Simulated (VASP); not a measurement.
# Te (Im-3m) in VASP: notebook

Te is run at these levels: PBEsol; tasks: single point, relaxation of cell and atoms.

All numbers are computed with VASP 6.6.1; they aren't measurements. Logs are shortened: lines on timing, memory, paths and dates and some standing lists are left out, and cuts for length are marked.

## (1) The cell of the first run

It takes space group Im-3m (No. 229, cubic). Conventional cell: a = 3.652 Å, b = 3.652 Å, c = 3.652 Å, α = 90.00°, β = 90.00°, γ = 90.00°. Te (site symmetry m-3m) has 14 Te at 3.16 to 3.65 Å within 4.2 Å.

## (2) Single point, PBEsol

The input, INCAR:

```
  PREC = Accurate
  ENCUT = 520
  EDIFF = 1E-7
  ISMEAR = -1
  SIGMA = 0.1
  LREAL = F
  LASPH = T
  NELM = 80
  ALGO = Normal
  ISIF = 2
  LWAVE = F
  LCHARG = T
  GGA = PS
  LELF = T
  LVHAR = T
  NBANDS = 9
```

The input, KPOINTS:

```
regular mesh
0
Gamma
  14 14 14
```

The input, POSCAR:

```
Te
1.0
   -1.8259611709      1.8259611709      1.8259611709
    1.8259611709     -1.8259611709      1.8259611709
    1.8259611709      1.8259611709     -1.8259611709
Te
1
Direct
    0.0000000000      0.0000000000      0.0000000000
```

Potentials or basis: VASP PAW PBE potentials, release 64 (Te).

Run with:

```
$ cat potpaw_PBE.64/Te/POTCAR > POTCAR
$ mpirun -np 1 vasp_std > vasp.out
```

OUTCAR:

```text
PREC = Accurate
   ENCUT = 520
   EDIFF = 1E-7
   ISMEAR = -1
   LREAL = F
   LASPH = T
   NELM = 80
   ISIF = 2
   GGA = PS

 ion  position               nearest neighbor table
   1  0.000  0.000  0.000-

  LATTYP: Found a body centered cubic cell.
 ALAT       =     3.6519223418

  Lattice vectors:

 A1 = (  -1.8259611709,   1.8259611709,   1.8259611709)
 A2 = (   1.8259611709,  -1.8259611709,   1.8259611709)
 A3 = (   1.8259611709,   1.8259611709,  -1.8259611709)

Analysis of symmetry for initial positions (statically):
=====================================================================
 Subroutine PRICEL returns:
 Original cell was already a primitive cell.

 Routine SETGRP: Setting up the symmetry group for a
 body centered cubic supercell.

 Subroutine GETGRP returns: Found 48 space group operations
 (whereof 48 operations were pure point group operations)
 out of a pool of 48 trial point group operations.

The static configuration has the point symmetry O_h .

Analysis of symmetry for dynamics (positions and initial velocities):
=====================================================================
 Subroutine PRICEL returns:
 Original cell was already a primitive cell.

 Routine SETGRP: Setting up the symmetry group for a
 body centered cubic supercell.

 Subroutine GETGRP returns: Found 48 space group operations
 (whereof 48 operations were pure point group operations)
 out of a pool of 48 trial point group operations.

The dynamic configuration has the point symmetry O_h .

 Subroutine INISYM returns: Found 48 space group operations
 (whereof 48 operations are pure point group operations),
 and found     1 'primitive' translations

----------------------------------------------------------------------------------------

                                     Primitive cell

  volume of cell :      24.3520

  direct lattice vectors                    reciprocal lattice vectors
    -1.825961171  1.825961171  1.825961171     0.000000000  0.273828386  0.273828386
     1.825961171 -1.825961171  1.825961171     0.273828386  0.000000000  0.273828386
     1.825961171  1.825961171 -1.825961171     0.273828386  0.273828386  0.000000000

  length of vectors
     3.162657521  3.162657521  3.162657521     0.387251817  0.387251817  0.387251817

  position of ions in fractional coordinates (direct lattice)
     0.000000000  0.000000000  0.000000000

  ion indices of the primitive-cell ions
   primitive index   ion index
                 1           1

----------------------------------------------------------------------------------------

 KPOINTS: regular mesh

Automatic generation of k-mesh.
 Grid dimensions read from file:
 generate k-points for:   14   14   14

 Generating k-lattice:

  Cartesian coordinates                     Fractional coordinates (reciprocal lattice)
     0.000000000  0.019559170  0.019559170     0.071428571  0.000000000  0.000000000
     0.019559170  0.000000000  0.019559170     0.000000000  0.071428571  0.000000000
     0.019559170  0.019559170  0.000000000     0.000000000  0.000000000  0.071428571

  Length of vectors
     0.027660844  0.027660844  0.027660844

  Shift w.r.t. Gamma in fractional coordinates (k-lattice)
     0.000000000  0.000000000  0.000000000

 Subroutine IBZKPT returns following result:
 ===========================================

 Found    104 irreducible k-points:

 Following reciprocal coordinates:
            Coordinates               Weight
  0.000000  0.000000  0.000000      1.000000
  0.071429  0.000000  0.000000     12.000000
  0.142857  0.000000  0.000000     12.000000
  0.214286  0.000000  0.000000     12.000000
  0.285714  0.000000  0.000000     12.000000
  0.357143  0.000000  0.000000     12.000000
[... 16 lines left out ...]
  0.285714  0.285714  0.000000     24.000000
  0.357143  0.285714  0.000000     24.000000
 [... further k-points ...]
   k-points           NKPTS =    104   k-points in BZ     NKDIM =    104   number of bands    NBANDS=      9
   number of dos      NEDOS =    301   number of ions     NIONS =      1
   total plane-waves  NPLWV =  13824
   dimension x,y,z NGX =    24 NGY =   24 NGZ =   24
   dimension x,y,z NGXF=    48 NGYF=   48 NGZF=   48
   ions per type =               1
   NGX,Y,Z   is equivalent  to a cutoff of  12.62, 12.62, 12.62 a.u.
   NGXF,Y,Z  is equivalent  to a cutoff of  25.23, 25.23, 25.23 a.u.
 SYSTEM =  unknown system
   PREC   = accura    normal or accurate (medium, high low for compatibility)
   ISTART =      0    job   : 0-new  1-cont  2-samecut
   ICHARG =      2    charge: 1-file 2-atom 10-const
   ISPIN  =      1    spin polarized calculation?
   LNONCOLLINEAR =      F non collinear calculations
   LSORBIT =      F    spin-orbit coupling
   LASPH  =      T    aspherical Exc in radial PAW
   ENCUT  =  520.0 eV  38.22 Ry    6.18 a.u.   5.88  5.88  5.88*2*pi/ulx,y,z
   NELM   =     80;   NELMIN=  2; NELMDL= -5     # of ELM steps
   EDIFF  = 0.1E-06   stopping-criterion for ELM
   LREAL  =      F    real-space projection
   EDIFFG = 0.1E-05   stopping-criterion for IOM
   NSW    =      0    number of steps for IOM
   IBRION =     -1    ionic relax: 0-MD 1-quasi-New 2-CG
   NFREE  =      0    steps in history (QN), initial steepest desc. (CG)
   ISIF   =      2    stress and relaxation
   ISYM   =      2    0-nonsym 1-usesym 2-fastsym
   POTIM  = 0.5000    time-step for ionic-motion
   TEBEG  =    0.0;   TEEND  =   0.0 temperature during run
   PSTRESS=    0.0 pullay stress
   NELECT =       6.0000    total number of electrons
   NUPDOWN=      -1.0000    fix difference up-down
   EMIN   =  10.00;   EMAX   =-10.00  energy-range for DOS
   EFERMI =   0.00;   METHOD = LEGACY
   ISMEAR =    -1;   SIGMA  =   0.10  broadening in eV -4-tet -1-fermi 0-gaus
   EFERMI_NEDOS =   21; number of points for ismear=-14 and -15
   IALGO  =     38    algorithm
   IMIX   =      4    mixing-type and parameters
     AMIX     =   0.40;   BMIX     =  1.00
     AMIX_MAG =   1.60;   BMIX_MAG =  1.00
  volume/ion in A,a.u.               =      24.35       164.34
  Fermi-wavevector in a.u.,A,eV,Ry     =   1.026314  1.939453 14.331303  1.053321
  Thomas-Fermi vector in A             =   2.160201
   LORBIT       =      0    0 simple, 1 ext, 2 COOP (PROOUT), +10 PAW based schemes
   GGA     = PS    functional components
   LHFCALC =     F    Hartree Fock is set to
   AEXX    =    0.0000 exact exchange contribution
   IVDW    =     0    specifies the selected vdW correction
   LEPSILON=     F    determine dielectric tensor
   LRPA    =     F    only Hartree local field effects (RPA)
 non-spin polarized calculation
  energy-cutoff  :      520.00
  volume of cell :       24.35
 maximum number of plane-waves:       682
   NGX = 11   NGY = 11   NGZ = 11

 number of electron       5.9999999 magnetization

 Free energy of the ion-electron system (eV)
  ---------------------------------------------------
  ext. energy  EPLUGINS =         0.00000000
  ---------------------------------------------------
  free energy    TOTEN  =        -3.24177205 eV

  energy without entropy =       -3.21678896  energy(sigma->0) =       -3.22928051

 E-fermi :  10.0425     XC(G=0): -10.8881

 val. band max:        9.9733572480   @ k =   0.3571   0.0714  -0.0000
 cond. band min:      10.0502138502   @ k =  -0.2143   0.2143   0.2143
 fundamental gap:      0.0768566022
 Fermi energy:        10.0425491294

 k-point     1 :       0.0000    0.0000    0.0000
  band No.  band energies     occupation
      1      -5.2179      2.00000
      2      13.9302      0.00000
      3      13.9302      0.00000
      4      13.9302      0.00000
      5      20.3062      0.00000
      6      20.3062      0.00000
      7      20.3062      0.00000
      8      21.8218      0.00000
      9      21.8219      0.00000

 k-point     2 :       0.0714    0.0000    0.0000
  band No.  band energies     occupation
      1      -5.1071      2.00000
      2      13.1159      0.00000
      3      13.6029      0.00000
      4      13.8545      0.00000
      5      19.6228      0.00000
      6      19.6318      0.00000
      7      20.7919      0.00000
      8      21.3037      0.00000
      9      21.4074      0.00000

 k-point     3 :       0.1429    0.0000    0.0000
  band No.  band energies     occupation
      1      -4.7764      2.00000
      2      11.2796      0.00001
      3      12.8511      0.00000
      4      13.6385      0.00000
      5      18.4296      0.00000
      6      18.6716      0.00000
      7      20.9350      0.00000
      8      21.6083      0.00000
      9      22.0192      0.00000

 k-point     4 :       0.2143    0.0000    0.0000
  band No.  band energies     occupation
      1      -4.2327      2.00000
      2       9.1400      1.99976
      3      12.0056      0.00000
      4      13.3231      0.00000
      5      17.4207      0.00000
      6      17.8543      0.00000
      7      20.9777      0.00000
      8      22.0288      0.00000
      9      23.6561      0.00000
[... 205 lines left out ...]
 k-point    22 :       0.3571    0.2143    0.0000
  band No.  band energies     occupation
      1      -0.8759      2.00000
      2       3.8203      2.00000
      3       6.8805      2.00000
      4      11.2088      0.00002
      5      17.4591      0.00000
      6      20.0972      0.00000
      7      22.1803      0.00000
      8      22.8917      0.00000
      9      27.5081      0.00000

 k-point    23 :       0.2857    0.2857    0.0000
  band No.  band energies     occupation
      1      -0.8436      2.00000
      2       4.3854      2.00000
      3       6.0031      2.00000
      4      11.1310      0.00004
      5      17.9651      0.00000
      6      19.8013      0.00000
      7      22.1492      0.00000
      8      24.3740      0.00000
      9      25.5833      0.00000

 k-point    24 :       0.3571    0.2857    0.0000
  band No.  band energies     occupation
      1      -0.5328      2.00000
      2       4.2950      2.00000
      3       5.4644      2.00000
      4      11.0490      0.00009
      5      18.0912      0.00000
      6      20.3669      0.00000
      7      21.2340      0.00000
      8      24.7648      0.00000
      9      27.0552      0.00000

 [... further k-points ...]
[... 5 lines left out ...]
  --------------------------------------------------------------------------------------
  -------------------------------------------------------------------------------------
  Total        1.3611083      1.3611083      1.3611083     -0.0000000      0.0000000     -0.0000000
  in kB       89.5506302     89.5506302     89.5506302     -0.0000000      0.0000000     -0.0000000
  external PRESSURE =      89.5506302 kB  Pullay stress =       0.0000000 kB

 VOLUME and BASIS-vectors are now :
 -----------------------------------------------------------------------------
  energy-cutoff  :      520.00
  volume of cell :       24.35
      direct lattice vectors                 reciprocal lattice vectors
    -1.825961171  1.825961171  1.825961171     0.000000000  0.273828386  0.273828386
     1.825961171 -1.825961171  1.825961171     0.273828386  0.000000000  0.273828386
     1.825961171  1.825961171 -1.825961171     0.273828386  0.273828386  0.000000000

 POSITION                                       TOTAL-FORCE (eV/Angst)
 -----------------------------------------------------------------------------------
      0.00000      0.00000      0.00000         0.000000      0.000000      0.000000
 -----------------------------------------------------------------------------------
    total drift:                                0.000000     -0.000000      0.000000

  FREE ENERGIE OF THE ION-ELECTRON SYSTEM (eV)
  ---------------------------------------------------
  free  energy   TOTEN  =        -3.2417720541 eV

  energy  without entropy=       -3.2167889607  energy(sigma->0) =       -3.22928051
```

It took 9.2 s on 1 thread of Intel Xeon Platinum 8488C (Sapphire Rapids), shared host; peak memory 0.15 GiB.

Results:

```
Free energy            : -3.2418 eV
Pressure               : 9.0 GPa
Band gap on the k mesh : zero (band 3 reaches 13.93 eV, above the bottom of band 4 at 6.50 eV)
```

Caveat: the PAW data sets were made with another functional, which shifts forces and pressure a little; spin-orbit coupling is left out, which moves the levels of the heavy elements.

## (3) Single point, PBEsol

The input, INCAR:

```
SYSTEM = Te
  PREC = Accurate
  ENCUT = 520
  EDIFF = 1E-6
  ISMEAR = -1
  SIGMA = 0.1
  LREAL = .FALSE.
  LASPH = .TRUE.
  NELM = 100
  ALGO = Normal
  ISIF = 2
  LWAVE = .FALSE.
  LCHARG = .FALSE.
  GGA = PS
  NBANDS = 9
```

The input, KPOINTS:

```
regular mesh
0
G
  14 14 14
  0 0 0
```

POSCAR is that of step 2.

Potentials or basis: VASP PAW PBE potentials, release 64 (Te).

Run with:

```
$ cat potpaw_PBE.64/Te/POTCAR > POTCAR
$ mpirun -np 1 vasp_std > vasp.out
```

Wall time 9.1 s (1 thread of Intel Xeon Platinum 8488C (Sapphire Rapids), shared host); peak memory 0.15 GiB.

Results (log left out):

```yaml
Free_energy: -3.2418 eV
Pressure: 9.0 GPa
Band_gap_on_the_k_mesh: zero (band 3 reaches 13.93 eV, above the bottom of band 4 at 6.50 eV)
```

Levels at points of the mesh, in eV from the Fermi level:
```tsv
k point	band 1	band 2	band 3	band 4	band 5	band 6	band 7	band 8
(0.00, 0.00, 0.00)	-15.26	3.89	3.89	3.89	10.26	10.26	10.26	11.78
(0.50, 0.00, 0.00)	-11.29	-7.16	0.14	2.36	5.66	6.34	13.46	15.27
(0.50, 0.50, 0.50)	-8.21	-3.55	-3.55	-3.55	2.23	2.23	17.65	19.17
```

Caveat: the PAW data sets were made with another functional, which shifts forces and pressure a little; spin-orbit coupling is left out, which moves the levels of the heavy elements.

## (4) Relaxation of cell and atoms, PBEsol, target pressure 8.9 GPa, at which the enthalpy is minimised

The input, INCAR:

```
ALGO = Normal
EDIFF = 1E-6
EDIFFG = -0.005
ENCUT = 600
GGA = PS
IBRION = 2
ISIF = 3
ISMEAR = -1
LASPH = T
LCHARG = F
LREAL = F
LWAVE = F
NELM = 100
NSW = 60
PREC = Accurate
PSTRESS = 89.0
SIGMA = 0.1
```

The input, KPOINTS:

```
k-points
0
Gamma
  14 14 14
```

The input, POSCAR:

```
Te
1.0
   -1.8261938023      1.8261938023      1.8261938023
    1.8261938023     -1.8261938023      1.8261938023
    1.8261938023      1.8261938023     -1.8261938023
Te
1
Direct
    0.0000000000      0.0000000000      0.0000000000
```

Run with:

```
$ cat potpaw_PBE.64/Te/POTCAR > POTCAR
$ mpirun -np 1 vasp_std > vasp.out
```

It took 11 s on 1 thread of Intel Xeon Platinum 8488C (Sapphire Rapids), shared host; peak memory 0.17 GiB.

Results (log left out):

* Free energy: -3.2423 eV
* Pressure after relaxing: 8.9 GPa
* Band gap on the k mesh: zero (band 3 reaches 13.92 eV, above the bottom of band 4 at 6.49 eV)

Final structure:
```yaml
crystal:
  lattice:
    - [-1.82619, 1.82619, 1.82619]
    - [1.82619, -1.82619, 1.82619]
    - [1.82619, 1.82619, -1.82619]
  atoms:
    - { symbol: Te, position: [0.00000, 0.00000, 0.00000] }
```

Levels at points of the mesh, in eV from the Fermi level:
```tsv
k point	band 1	band 2	band 3	band 4	band 5	band 6	band 7
(0.00, 0.00, 0.00)	-15.26	3.89	3.89	3.89	10.26	10.26	10.26
(0.50, 0.00, 0.00)	-11.28	-7.16	0.14	2.36	5.66	6.34	13.45
(0.50, 0.50, 0.50)	-8.21	-3.54	-3.54	-3.54	2.23	2.23	17.65
```

Caveat: the relaxation stopped at its first step, so nothing moved; the cell is relaxed towards a set pressure, so the enthalpy falls and the energy may rise; the PAW data sets were made with another functional, which shifts forces and pressure a little; spin-orbit coupling is left out, which moves the levels of the heavy elements.

## (5) Relaxation of cell and atoms, PBEsol, target pressure 8.9 GPa, at which the enthalpy is minimised

The input, INCAR:

```
SYSTEM = Te
  PREC = Accurate
  ENCUT = 600
  EDIFF = 1E-6
  ISMEAR = -1
  SIGMA = 0.1
  LREAL = .False.
  LASPH = .True.
  NELM = 80
  ALGO = Normal
  ISIF = 3
  LWAVE = .False.
  LCHARG = .False.
  GGA = PS
  IBRION = 2
  NSW = 32
  EDIFFG = -0.005
  PSTRESS = 89.0
```

The input, KPOINTS:

```
regular mesh
0
Gamma
  14 14 14
  0 0 0
```

The input, POSCAR:

```
Te
1.0
   -1.8259611709      1.8259611709      1.8259611709
    1.8259611709     -1.8259611709      1.8259611709
    1.8259611709      1.8259611709     -1.8259611709
Te
1
Direct
    0.0000000000      0.0000000000      0.0000000000
```

Run with:

```
$ cat potpaw_PBE.64/Te/POTCAR > POTCAR
$ mpirun -np 1 vasp_std > vasp.out
```

Run time: 22 s. Hardware: 1 thread of Intel Xeon Platinum 8488C (Sapphire Rapids), shared host; peak memory 0.17 GiB.

It converged, with:

| Quantity | Value |
| --- | --- |
| Free energy | -3.2425 eV |
| Relaxed volume | 24.36 Å³/atom |
| Relaxed cell | a = 3.163 Å, b = 3.163 Å, c = 3.163 Å, α = 109.47°, β = 109.47°, γ = 109.47° |
| Space group after relaxing (to 0.05 Å) | Im-3m (No. 229) |
| Energy change on relaxing (the enthalpy is what falls) | -0.7 meV/atom |
| Ionic steps | 3 |
| Pressure after relaxing | 8.9 GPa |
| Band gap on the k mesh | zero (band 3 reaches 13.92 eV, above the bottom of band 4 at 6.49 eV) |

Step by step:
```tsv
step	energy change (eV)	largest force (eV/Å)	pressure (GPa)	volume (Å³)
1	0.0000	0.0000	8.95	24.35
2	-0.0015	0.0000	8.84	24.38
3	-0.0007	0.0000	8.90	24.36
```

Final structure:
```yaml
crystal:
  lattice:
    - [-1.82627, 1.82627, 1.82627]
    - [1.82627, -1.82627, 1.82627]
    - [1.82627, 1.82627, -1.82627]
  atoms:
    - { symbol: Te, position: [0.00000, 0.00000, 0.00000] }
```

Levels at points of the mesh, in eV from the Fermi level:
```csv
k point,band 1,band 2,band 3,band 4,band 5,band 6
"(0.00, 0.00, 0.00)",-15.26,3.88,3.88,3.88,10.26,10.26
"(0.50, 0.00, 0.00)",-11.28,-7.15,0.14,2.36,5.66,6.34
"(0.50, 0.50, 0.50)",-8.21,-3.54,-3.54,-3.54,2.23,2.23
```

Caveat: the cell is relaxed towards a set pressure, so the enthalpy falls and the energy may rise; the PAW data sets were made with another functional, which shifts forces and pressure a little; spin-orbit coupling is left out, which moves the levels of the heavy elements.
